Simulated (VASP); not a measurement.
Input of a VASP 6.6.1 run:

The input INCAR:

```
ALGO = Normal
EDIFF = 1E-8
ENCUT = 520
GGA = CA
IBRION = 8
ISIF = 2
ISMEAR = 0
LASPH = T
LCHARG = T
LEPSILON = T
LREAL = F
LWAVE = F
NBANDS = 11
NELM = 100
NSW = 1
PREC = Accurate
SIGMA = 0.01
```

KPOINTS

```
k-points
0
Gamma
  10 10 10
```

Contents of POSCAR:

```
MgO
1.0
    0.0000000000      2.0200642556      2.0200642556
    2.0200642556      0.0000000000      2.0200642556
    2.0200642556      2.0200642556      0.0000000000
Mg O
1 1
Direct
    0.0000000000      0.0000000000      0.0000000000
    0.5000000000      0.5000000000      0.5000000000
```

Potentials or basis: VASP PAW LDA potentials, release 64 (Mg, O).

Command:

```console
$ cat potpaw_LDA.64/Mg/POTCAR potpaw_LDA.64/O/POTCAR > POTCAR
$ mpirun -np 1 vasp_std > vasp.out
```

Problem. What does it give for the electronic dielectric tensor (diagonal)?

Solution. 3.02.

Problem. Estimate the Born charges (mean of the diagonal).

Solution. Mg +1.92; O -1.92 e.

Problem. Estimate the highest phonon frequency at Γ, LO-TO splitting left out.

Solution. 501 cm⁻¹.

Electronic dielectric tensor:
```
3.02 0.00 0.00
0.00 3.02 0.00
0.00 0.00 3.02
```

Caveat: the cell wasn't relaxed at this level first, which shifts response properties.
